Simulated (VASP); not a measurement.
A run of VASP 6.6.1 is set up as follows.

File INCAR:

```
PREC     = Accurate       # precision mode
ENCUT    = 520            # plane-wave cutoff, eV
EDIFF    = 1E-6           # SCF threshold, eV
ISMEAR   = -1             # smearing method
SIGMA    = 0.05           # smearing width, eV
LREAL    = F              # projectors in reciprocal space
LASPH    = T              # aspherical terms in the spheres
NELM     = 80             # most SCF steps
ALGO     = Fast           # electronic algorithm
ISIF     = 2              # what is computed and relaxed
LWAVE    = F              # write WAVECAR
LCHARG   = F              # write CHGCAR
GGA      = CA             # functional
NBANDS   = 26             # bands
```

KPOINTS

```
Automatic mesh
0
Gamma
  9 9 9
```

File POSCAR:

```
In
1.0
    1.6806943363      0.9703493275      8.2618188953
   -1.6806943363      0.9703493275      8.2618188953
    0.0000000000     -1.9406986550      8.2618188953
In
3
Direct
    0.2219877600      0.2219877600      0.2219877600
    0.7780122400      0.7780122400      0.7780122400
    0.0000000000      0.0000000000      0.0000000000
```

Potentials or basis: VASP PAW LDA potentials, release 64 (In_d).

The run is started by

```sh
$ cat potpaw_LDA.64/In_d/POTCAR > POTCAR
$ mpirun -np 1 vasp_std > vasp.out
```

Task: Predict the band gap on the k mesh.

Result: Zero (an odd number of electrons rules out a gap without spin polarisation).

Task: What does it give for the largest force?

Result: 0.037 eV/Å.

Task: What does it give for the pressure?

Result: -3.3 GPa.

Forces on the atoms (eV/Å):
```
In   0.000  0.000 -0.037
In   0.000  0.000  0.037
In   0.000  0.000  0.000
```

Caveat: the cell stands under tension; spin-orbit coupling is left out, which moves the levels of the heavy elements.
